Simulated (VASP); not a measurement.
# TiAl (C2) in VASP: single point with PBEsol

Aim: the single point of TiAl with PBEsol.

Everything below comes from runs of VASP 6.6.1. Logs are shortened: lines on timing, memory, paths and dates and some standing lists are left out, and cuts for length are marked.

## Step 1: The cell of the first run

The structure is monoclinic, space group C2 (No. 5). Conventional cell: a = 2.739 Å, b = 5.152 Å, c = 4.864 Å, α = 90.00°, β = 97.98°, γ = 90.00°. Ti (site symmetry 2) has 6 Ti at 2.74 to 2.92 Å and 8 Al at 2.81 to 3.68 Å within 3.7 Å. Al (site symmetry 2) has 6 Al at 2.74 to 2.92 Å and 8 Ti at 2.81 to 3.68 Å within 3.7 Å.

## Step 2: Single point, PBEsol (strained and its atoms moved)

The input, INCAR:

```
  ALGO = Fast
  EDIFF = 1E-6
  ENCUT = 520
  GGA = PS
  ISIF = 2
  ISMEAR = 0
  LASPH = True
  LCHARG = True
  LELF = True
  LREAL = False
  LVHAR = True
  LWAVE = False
  NBANDS = 14
  NELM = 60
  PREC = Accurate
  SIGMA = 0.1
```

The input, KPOINTS:

```
k-points
0
Gamma
  16 16 8
```

The input, POSCAR:

```
TiAl
1.0
    2.9139412618     -0.1050851608     -0.0993219637
   -1.5479770497      2.4710040181     -0.0993263341
   -0.1620487951     -0.2806849800      4.8528561809
Ti Al
1 1
Direct
    0.0302039135     -0.0302039135      0.0000000000
    0.3031294165      0.6968705835      0.5000000000
```

Potentials or basis: VASP PAW PBE potentials, release 64 (Ti_sv, Al).

Command:

```bash
$ cat potpaw_PBE.64/Ti_sv/POTCAR potpaw_PBE.64/Al/POTCAR > POTCAR
$ mpirun -np 1 vasp_std > vasp.out
```

OUTCAR:

```text
EDIFF = 1E-6
   ENCUT = 520
   GGA = PS
   ISIF = 2
   ISMEAR = 0
   LASPH = True
   LREAL = False
   NELM = 60
   PREC = Accurate

 ion  position               nearest neighbor table
   1  0.030  0.970  0.000-   2 2.81   2 2.81   2 2.87   2 2.87
   2  0.303  0.697  0.500-   1 2.81   1 2.81   1 2.87   1 2.87

  LATTYP: Found a base centered monoclinic cell.
 ALAT       =     2.7391406343
 B/A-ratio  =     1.8809473060
 C/A-ratio  =     1.7756178597
 COS(beta)  =    -0.1388233867

  Lattice vectors:

 A1 = (   2.9139412618,  -0.1050851608,  -0.0993219637)
 A2 = (  -1.5479770497,   2.4710040181,  -0.0993263341)
 A3 = (  -0.1620487951,  -0.2806849800,   4.8528561809)

Analysis of symmetry for initial positions (statically):
=====================================================================
 Subroutine PRICEL returns:
 Original cell was already a primitive cell.

 Routine SETGRP: Setting up the symmetry group for a
 base centered monoclinic supercell.

 Subroutine GETGRP returns: Found  2 space group operations
 (whereof  2 operations were pure point group operations)
 out of a pool of  4 trial point group operations.

The static configuration has the point symmetry C_2 .

Analysis of symmetry for dynamics (positions and initial velocities):
=====================================================================
 Subroutine PRICEL returns:
 Original cell was already a primitive cell.

 Routine SETGRP: Setting up the symmetry group for a
 base centered monoclinic supercell.

 Subroutine GETGRP returns: Found  2 space group operations
 (whereof  2 operations were pure point group operations)
 out of a pool of  4 trial point group operations.

The dynamic configuration has the point symmetry C_2 .

 Subroutine INISYM returns: Found  2 space group operations
 (whereof  2 operations are pure point group operations),
 and found     1 'primitive' translations

----------------------------------------------------------------------------------------

                                     Primitive cell

  volume of cell :      33.9870

  direct lattice vectors                    reciprocal lattice vectors
     2.913941262 -0.105085161 -0.099321964     0.352003153  0.221502201  0.024565745
    -1.547977050  2.471004018 -0.099326334     0.015824892  0.415594884  0.024566079
    -0.162048795 -0.280684980  4.852856181     0.007528241  0.013039651  0.207069804

  length of vectors
     2.917526593  2.917526268  4.863667030     0.416620836  0.416620963  0.207616499

  position of ions in fractional coordinates (direct lattice)
     0.030203914  0.969796086  1.000000000
     0.303129416  0.696870584  0.500000000

  ion indices of the primitive-cell ions
   primitive index   ion index
                 1           1
                 2           2

----------------------------------------------------------------------------------------

 KPOINTS: k-points

Automatic generation of k-mesh.
 Grid dimensions read from file:
 generate k-points for:   16   16    8

 Generating k-lattice:

  Cartesian coordinates                     Fractional coordinates (reciprocal lattice)
     0.022000197  0.013843888  0.001535359     0.062500000 -0.000000000  0.000000000
     0.000989056  0.025974680  0.001535380     0.000000000  0.062500000  0.000000000
     0.000941030  0.001629956  0.025883725    -0.000000000  0.000000000  0.125000000

  Length of vectors
     0.026038802  0.026038810  0.025952062

  Shift w.r.t. Gamma in fractional coordinates (k-lattice)
     0.000000000  0.000000000  0.000000000

 Subroutine IBZKPT returns following result:
 ===========================================

 Found    554 irreducible k-points:

 Following reciprocal coordinates:
            Coordinates               Weight
  0.000000  0.000000  0.000000      1.000000
  0.062500 -0.000000 -0.000000      4.000000
  0.125000 -0.000000 -0.000000      4.000000
  0.187500 -0.000000 -0.000000      4.000000
  0.250000 -0.000000 -0.000000      4.000000
  0.312500 -0.000000 -0.000000      4.000000
[... 16 lines left out ...]
 -0.125000  0.062500  0.000000      4.000000
 -0.062500  0.062500  0.000000      2.000000
 [... further k-points ...]
   k-points           NKPTS =    554   k-points in BZ     NKDIM =    554   number of bands    NBANDS=     14
   number of dos      NEDOS =    301   number of ions     NIONS =      2
   total plane-waves  NPLWV =  20736
   dimension x,y,z NGX =    24 NGY =   24 NGZ =   36
   dimension x,y,z NGXF=    48 NGYF=   48 NGZF=   72
   ions per type =               1   1
   NGX,Y,Z   is equivalent  to a cutoff of  13.68, 13.68, 12.31 a.u.
   NGXF,Y,Z  is equivalent  to a cutoff of  27.35, 27.35, 24.61 a.u.
 SYSTEM =  unknown system
   PREC   = accura    normal or accurate (medium, high low for compatibility)
   ISTART =      0    job   : 0-new  1-cont  2-samecut
   ICHARG =      2    charge: 1-file 2-atom 10-const
   ISPIN  =      1    spin polarized calculation?
   LNONCOLLINEAR =      F non collinear calculations
   LSORBIT =      F    spin-orbit coupling
   LASPH  =      T    aspherical Exc in radial PAW
   ENCUT  =  520.0 eV  38.22 Ry    6.18 a.u.   5.42  5.42  9.04*2*pi/ulx,y,z
   NELM   =     60;   NELMIN=  2; NELMDL= -5     # of ELM steps
   EDIFF  = 0.1E-05   stopping-criterion for ELM
   LREAL  =      F    real-space projection
   EDIFFG = 0.1E-04   stopping-criterion for IOM
   NSW    =      0    number of steps for IOM
   IBRION =     -1    ionic relax: 0-MD 1-quasi-New 2-CG
   NFREE  =      0    steps in history (QN), initial steepest desc. (CG)
   ISIF   =      2    stress and relaxation
   ISYM   =      2    0-nonsym 1-usesym 2-fastsym
   POTIM  = 0.5000    time-step for ionic-motion
   TEBEG  =    0.0;   TEEND  =   0.0 temperature during run
   PSTRESS=    0.0 pullay stress
   NELECT =      15.0000    total number of electrons
   NUPDOWN=      -1.0000    fix difference up-down
   EMIN   =  10.00;   EMAX   =-10.00  energy-range for DOS
   EFERMI =   0.00;   METHOD = LEGACY
   ISMEAR =     0;   SIGMA  =   0.10  broadening in eV -4-tet -1-fermi 0-gaus
   EFERMI_NEDOS =   21; number of points for ismear=-14 and -15
   IALGO  =     68    algorithm
   IMIX   =      4    mixing-type and parameters
     AMIX     =   0.40;   BMIX     =  1.00
     AMIX_MAG =   1.60;   BMIX_MAG =  1.00
  volume/ion in A,a.u.               =      16.99       114.68
  Fermi-wavevector in a.u.,A,eV,Ry     =   1.246429  2.355409 21.137800  1.553585
  Thomas-Fermi vector in A             =   2.380606
   LORBIT       =      0    0 simple, 1 ext, 2 COOP (PROOUT), +10 PAW based schemes
   GGA     = PS    functional components
   LHFCALC =     F    Hartree Fock is set to
   AEXX    =    0.0000 exact exchange contribution
   IVDW    =     0    specifies the selected vdW correction
   LEPSILON=     F    determine dielectric tensor
   LRPA    =     F    only Hartree local field effects (RPA)
 non-spin polarized calculation
 RMM-DIIS sequential band-by-band and
 Gauss-broadening in eV      SIGMA  =   0.10
  energy-cutoff  :      520.00
  volume of cell :       33.99
 maximum number of plane-waves:       935
 NGX is ok and might be reduce to    24
   NGX = 11   NGY = 11   NGZ = 17

 number of electron      15.0000000 magnetization

 Free energy of the ion-electron system (eV)
  ---------------------------------------------------
  ext. energy  EPLUGINS =         0.00000000
  ---------------------------------------------------
  free energy    TOTEN  =       -12.78817761 eV

  energy without entropy =      -12.78037059  energy(sigma->0) =      -12.78427410

 E-fermi :   7.7783     XC(G=0): -10.9391

 val. band max:        7.7725874269   @ k =  -0.1875   0.5000   0.3750
 cond. band min:       7.7822801238   @ k =   0.1875   0.1250   0.5000
 fundamental gap:      0.0096926969
 Fermi energy:         7.7782904474

 k-point     1 :       0.0000    0.0000    0.0000
  band No.  band energies     occupation
      1     -48.6601      2.00000
      2     -25.0942      2.00000
      3     -24.6724      2.00000
      4     -24.5897      2.00000
      5      -1.3169      2.00000
      6       5.2118      2.00000
      7       5.5243      2.00000
      8       8.4217      0.00000
      9       9.4747      0.00000
     10      10.2362      0.00000
     11      10.6038      0.00000
     12      10.9973      0.00000
     13      19.3210      0.00000
     14      19.9462      0.00000

 k-point     2 :       0.0625   -0.0000   -0.0000
  band No.  band energies     occupation
      1     -48.6556      2.00000
      2     -25.0899      2.00000
      3     -24.6804      2.00000
      4     -24.6146      2.00000
      5      -1.2137      2.00000
      6       5.2838      2.00000
      7       5.5951      2.00000
      8       8.4761      0.00000
      9       9.3986      0.00000
     10      10.2232      0.00000
     11      10.5853      0.00000
     12      11.0295      0.00000
     13      18.6016      0.00000
     14      19.7001      0.00000

 k-point     3 :       0.1250   -0.0000   -0.0000
  band No.  band energies     occupation
      1     -48.6426      2.00000
      2     -25.0779      2.00000
      3     -24.7191      2.00000
      4     -24.6691      2.00000
      5      -0.9061      2.00000
      6       5.4328      2.00000
      7       5.8532      2.00000
      8       8.5489      0.00000
      9       9.2955      0.00000
     10      10.1729      0.00000
     11      10.5290      0.00000
     12      11.1439      0.00000
     13      17.4944      0.00000
     14      17.9835      0.00000
[... 324 lines left out ...]
 k-point    23 :      -0.1250    0.0625    0.0000
  band No.  band energies     occupation
      1     -48.6498      2.00000
      2     -25.0841      2.00000
      3     -24.7223      2.00000
      4     -24.6189      2.00000
      5      -1.0342      2.00000
      6       5.4410      2.00000
      7       5.6603      2.00000
      8       8.3210      0.00000
      9       9.5658      0.00000
     10      10.2325      0.00000
     11      10.5525      0.00000
     12      11.0792      0.00000
     13      16.6347      0.00000
     14      19.0357      0.00000

 k-point    24 :      -0.0625    0.0625    0.0000
  band No.  band energies     occupation
      1     -48.6571      2.00000
      2     -25.0911      2.00000
      3     -24.6929      2.00000
      4     -24.5933      2.00000
      5      -1.2268      2.00000
      6       5.3118      2.00000
      7       5.5391      2.00000
      8       8.3574      0.00000
      9       9.5402      0.00000
     10      10.2454      0.00000
     11      10.5827      0.00000
     12      11.0217      0.00000
     13      17.6043      0.00000
     14      20.9762      0.00000

 [... further k-points ...]

------------------------ aborting loop because EDIFF is reached ----------------------------------------

  FORCE on cell =-STRESS in cart. coord.  units (eV):
  Direction    XX          YY          ZZ          XY          YZ          ZX
  --------------------------------------------------------------------------------------
  -------------------------------------------------------------------------------------
  Total       -0.7726641     -0.5371530     -1.8532644      0.2039591      0.3975601      0.2295283
  in kB      -36.4240227    -25.3218327    -87.3644059      9.6148014     18.7413122     10.8201540
  external PRESSURE =     -49.7034204 kB  Pullay stress =       0.0000000 kB

 VOLUME and BASIS-vectors are now :
 -----------------------------------------------------------------------------
  energy-cutoff  :      520.00
  volume of cell :       33.99
      direct lattice vectors                 reciprocal lattice vectors
     2.913941262 -0.105085161 -0.099321964     0.352003153  0.221502201  0.024565745
    -1.547977050  2.471004018 -0.099326334     0.015824892  0.415594884  0.024566079
    -0.162048795 -0.280684980  4.852856181     0.007528241  0.013039651  0.207069804

 POSITION                                       TOTAL-FORCE (eV/Angst)
 -----------------------------------------------------------------------------------
     -1.41321      2.39320     -0.09933        -0.248756      0.143619     -0.000000
     -0.27646      1.54977      2.32710         0.248756     -0.143619      0.000000
 -----------------------------------------------------------------------------------
    total drift:                                0.000107     -0.000065      0.000004

  FREE ENERGIE OF THE ION-ELECTRON SYSTEM (eV)
  ---------------------------------------------------
  free  energy   TOTEN  =       -12.7881776130 eV

  energy  without entropy=      -12.7803705948  energy(sigma->0) =      -12.78427410
```

Wall time 3.5 min (1 thread of Intel Xeon 6975P-C (Granite Rapids), shared host); peak memory 0.37 GiB.

What came out:

- Free energy: -12.7882 eV
- Pressure: -5.0 GPa
- Largest force: 0.287 eV/Å
- Band gap on the k mesh: zero (an odd number of electrons rules out a gap without spin polarisation)

Forces on the atoms (eV/Å):
```
Ti  -0.249  0.144  0.000
Al   0.249 -0.144  0.000
```

Levels at points of the mesh, in eV from the Fermi level:
```tsv
k point	band 3	band 4	band 5	band 6	band 7	band 8	band 9	band 10	band 11	band 12
(0.00, 0.00, 0.00)	-32.45	-32.37	-9.10	-2.57	-2.25	0.64	1.70	2.46	2.83	3.22
(0.50, 0.00, 0.00)	-32.76	-32.58	-3.61	-2.64	-1.67	-0.83	1.78	2.95	3.63	3.98
(0.50, 0.50, 0.00)	-32.79	-32.46	-4.04	-3.48	-1.95	-1.23	2.31	3.65	3.70	3.83
(0.00, 0.00, 0.50)	-32.45	-32.37	-8.31	-5.45	-0.78	0.67	1.68	2.41	2.82	6.00
(0.50, 0.00, 0.50)	-32.76	-32.58	-3.57	-2.38	-1.94	0.42	1.07	1.68	2.79	3.85
(0.50, 0.50, 0.50)	-32.79	-32.46	-4.15	-3.00	-1.82	-0.29	0.46	2.29	2.34	3.79
```

Caveat: the cell differs from its parent crystal (strained and its atoms moved); the stress differs along the axes, from -9 to -3 GPa; the PAW data sets were made with another functional, which shifts forces and pressure a little.
